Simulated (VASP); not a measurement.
Runs of VASP 6.6.1 on La2O3. It takes space group P-62m (No. 189, hexagonal). Conventional cell: a = 6.267 Å, b = 6.267 Å, c = 3.300 Å, α = 90.00°, β = 90.00°, γ = 120.00°. La (site symmetry -6) has 6 O at 2.45 Å within 3.2 Å. Within 3.2 Å of O (site symmetry m2m) lie 4 La at 2.45 Å and 4 O at 3.13 Å. 

```tsv
k mesh	gap on the mesh (eV)	pressure (GPa)	largest force (eV/Å)
3 × 3 × 4	1.38	-3.3	0.07
2 × 2 × 3	1.82	-3.3	0.07
3 × 3 × 5	1.63	-3.3	0.07
4 × 4 × 6	1.38	-3.3	0.07
2 × 2 × 4	1.38	(a)	0.07
```

Alike in all rows: task single point; level LDA; potentials or basis VASP PAW LDA potentials, release 64 (La, O); no spin polarisation; cell as given; cutoff (eV) 520; smearing gaussian 0.01 eV.

Fill in the values left out.

(a) -3.2.

Caveats: some runs use coarse meshes; spin-orbit coupling is left out, which moves the levels of the heavy elements.

A k mesh can miss the band edges, and the runs leave out spin-orbit coupling on La.
